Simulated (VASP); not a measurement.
# BeS (F-43m) in VASP: notebook, part 2 of 2

VASP 6.6.1. The steps go on from the part before.

## Step 5: Single point, PBE (volume scaled by 1.06)

INCAR reads:

```
PREC = Accurate ; ENCUT = 600
EDIFF = 1E-6 ; ISMEAR = 0
SIGMA = 0.02 ; LREAL = False
LASPH = True ; NELM = 120
ALGO = Normal ; ISIF = 2
LWAVE = False ; LCHARG = False
GGA = PE ; NBANDS = 11
GGA_COMPAT = False
```

KPOINTS reads:

```
Automatic mesh
0
Gamma
  8 8 8
```

POSCAR reads:

```
BeS
1.0
    0.0000000000      2.4858818139      2.4858818139
    2.4858818139      0.0000000000      2.4858818139
    2.4858818139      2.4858818139      0.0000000000
Be S
1 1
Direct
    0.5000000000      0.5000000000      0.5000000000
    0.2500000000      0.2500000000      0.2500000000
```

Potentials or basis: VASP PAW PBE potentials, release 64 (Be, S).

Command:

```sh
> cat potpaw_PBE.64/Be/POTCAR potpaw_PBE.64/S/POTCAR > POTCAR
> mpirun -np 1 vasp_std > vasp.out
```

OUTCAR:

```text
PREC = Accurate
   ENCUT = 600
   EDIFF = 1E-6
   ISMEAR = 0
   LREAL = False
   LASPH = True
   NELM = 120
   ISIF = 2
   GGA = PE

 ion  position               nearest neighbor table
   1  0.500  0.500  0.500-   2 2.15   2 2.15   2 2.15   2 2.15
   2  0.250  0.250  0.250-   1 2.15   1 2.15   1 2.15   1 2.15

  LATTYP: Found a face centered cubic cell.
 ALAT       =     4.9717636278

  Lattice vectors:

 A1 = (   0.0000000000,   2.4858818139,   2.4858818139)
 A2 = (   2.4858818139,   0.0000000000,   2.4858818139)
 A3 = (   2.4858818139,   2.4858818139,   0.0000000000)

Analysis of symmetry for initial positions (statically):
=====================================================================
 Subroutine PRICEL returns:
 Original cell was already a primitive cell.

 Routine SETGRP: Setting up the symmetry group for a
 face centered cubic supercell.

 Subroutine GETGRP returns: Found 24 space group operations
 (whereof 24 operations were pure point group operations)
 out of a pool of 48 trial point group operations.

The static configuration has the point symmetry T_d .

Analysis of symmetry for dynamics (positions and initial velocities):
[... 163 lines left out ...]
 fundamental gap:      3.2646117216
 Fermi energy:         3.5233698390

 k-point     1 :       0.0000    0.0000    0.0000
  band No.  band energies     occupation
      1      -9.7809      2.00000
      2       3.4339      2.00000
      3       3.4339      2.00000
      4       3.4339      2.00000
      5       8.7068      0.00000
      6       9.1221      0.00000
      7       9.1221      0.00000
      8       9.1221      0.00000
      9      16.0984      0.00000
     10      16.0984      0.00000
     11      17.7322      0.00000
[... 309 lines left out ...]
 k-point    24 :      -0.3750    0.2500    0.1250
  band No.  band energies     occupation
      1      -8.1266      2.00000
      2      -1.3964      2.00000
      3       0.8865      2.00000
      4       1.7806      2.00000
      5       9.5573      0.00000
      6       9.8225      0.00000
      7      12.2293      0.00000
      8      13.5950      0.00000
      9      14.6028      0.00000
     10      18.3031      0.00000
     11      18.8232      0.00000

 [... further k-points ...]
[... 5 lines left out ...]
  --------------------------------------------------------------------------------------
  -------------------------------------------------------------------------------------
  Total       -0.9220783     -0.9220783     -0.9220783      0.0000000      0.0000000      0.0000000
  in kB      -48.0847061    -48.0847061    -48.0847061      0.0000000      0.0000000      0.0000000
  external PRESSURE =     -48.0847061 kB  Pullay stress =       0.0000000 kB

 VOLUME and BASIS-vectors are now :
 -----------------------------------------------------------------------------
  energy-cutoff  :      600.00
  volume of cell :       30.72
      direct lattice vectors                 reciprocal lattice vectors
     0.000000000  2.485881814  2.485881814    -0.201135869  0.201135869  0.201135869
     2.485881814  0.000000000  2.485881814     0.201135869 -0.201135869  0.201135869
     2.485881814  2.485881814  0.000000000     0.201135869  0.201135869 -0.201135869

 POSITION                                       TOTAL-FORCE (eV/Angst)
 -----------------------------------------------------------------------------------
      2.48588      2.48588      2.48588         0.000000      0.000000      0.000000
      1.24294      1.24294      1.24294        -0.000000     -0.000000     -0.000000
 -----------------------------------------------------------------------------------
    total drift:                               -0.000000     -0.000000     -0.000000

  FREE ENERGIE OF THE ION-ELECTRON SYSTEM (eV)
  ---------------------------------------------------
  free  energy   TOTEN  =        -9.9865059283 eV

  energy  without entropy=       -9.9865059283  energy(sigma->0) =       -9.98650593
```

OSZICAR:

```text
N       E                     dE             d eps       ncg     rms          rms(c)
DAV:   1     0.218784051421E+02    0.21878E+02   -0.40759E+03   638   0.697E+02
DAV:   2    -0.885059526349E+01   -0.30729E+02   -0.29922E+02   846   0.121E+02
DAV:   3    -0.101194487185E+02   -0.12689E+01   -0.12664E+01   821   0.243E+01
DAV:   4    -0.101277344008E+02   -0.82857E-02   -0.82839E-02   786   0.233E+00
DAV:   5    -0.101278159847E+02   -0.81584E-04   -0.81583E-04   834   0.227E-01    0.510E+00
DAV:   6    -0.100133634117E+02    0.11445E+00   -0.13413E-01   727   0.164E+00    0.350E+00
DAV:   7    -0.998488762853E+01    0.28476E-01   -0.92496E-02   775   0.156E+00    0.110E+00
DAV:   8    -0.998634146051E+01   -0.14538E-02   -0.68753E-03   822   0.410E-01    0.109E-01
DAV:   9    -0.998642191982E+01   -0.80459E-04   -0.49091E-04   786   0.141E-01    0.300E-02
DAV:  10    -0.998650082624E+01   -0.78906E-04   -0.10441E-04   743   0.621E-02    0.161E-02
DAV:  11    -0.998650544928E+01   -0.46230E-05   -0.15167E-05   817   0.204E-02    0.119E-02
DAV:  12    -0.998650592834E+01   -0.47906E-06   -0.65270E-07   616   0.489E-03
   1 F= -.99865059E+01 E0= -.99865059E+01  d E =-.136512E-12
```

Wall time 7.4 s (1 thread of Intel Xeon Platinum 8375C at 2.90GHz (Ice Lake), shared host); peak memory 0.15 GiB.

What came out:

```
Free energy            : -9.9865 eV
Pressure               : -4.8 GPa
Band gap on the k mesh : 3.26 eV, indirect (least direct gap 5.27 eV)
```

Caveat: the cell differs from its parent crystal (volume scaled by 1.06).

## Step 6: Overview

```tsv
task	cell	gap on the mesh (eV)	pressure (GPa)	relaxed volume (Å³/atom)
relaxation of cell and atoms	relaxed from a = 3.429 Å, angles 60.0°, 2 atoms	3.15	0.0	14.50
relaxation of cell and atoms	relaxed from a = 3.445 Å, angles 60.0°, 2 atoms	3.15	-0.1	14.51
single point	a = 3.482 Å, angles 60.0°, 2 atoms	3.21	-2.6	-
single point	a = 3.516 Å, angles 60.0°, 2 atoms	3.26	-4.8	-
```

Alike in all rows: level PBE; potentials or basis VASP PAW PBE potentials, release 64 (Be, S); no spin polarisation; k mesh 8 × 8 × 8; cutoff (eV) 600; smearing gaussian 0.02 eV.

Absolute energies hang on the potentials; compare differences alone.
